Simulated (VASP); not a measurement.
The system is Pt.

```
Pt
1.0
     0.00000    3.10489    0.00000
     3.10489    0.00000    0.00000
     1.55245    1.55245   -2.60623
Pt
1
Direct
  0.00000 0.00000 0.00000
```

Base run:

* Program: VASP 6.6.1
* Functional: PBE
* Potentials or basis: VASP PAW PBE potentials, release 64 (Pt)
* Cutoff: 520 eV
* k mesh: 7 × 7 × 7
* Occupations: fermi-dirac, width 0.1 eV
* Spin: no spin polarisation
* Hubbard terms: Pt d U = 8.0 eV

Its results: band gap on the k mesh zero (band 5 reaches 3.70 eV, above the bottom of band 6 at 0.87 eV); pressure -22.6 GPa.

Question: The run is repeated on the same cell with these changes: potentials or basis from VASP PAW PBE potentials, release 64 (Pt) to VASP PAW PBE potentials, release 64 (Pt_sv_GW); cutoff from 520 eV to 500 eV; further incar settings from ALGO = Normal; EDIFF = 1e-06; NBANDS = 11 to ALGO = Normal; EDIFF = 1e-06; NBANDS = 15; valence electrons from 10 to 18. What comes out?

Answer: Band gap on the k mesh zero (band 9 reaches 5.07 eV, above the bottom of band 10 at 1.71 eV); pressure -21.5 GPa.

Caveats: spin-orbit coupling is left out, which moves the levels of the heavy elements; U without spin polarisation on a metal has little footing; the U is typed as a test and isn't derived for this compound.
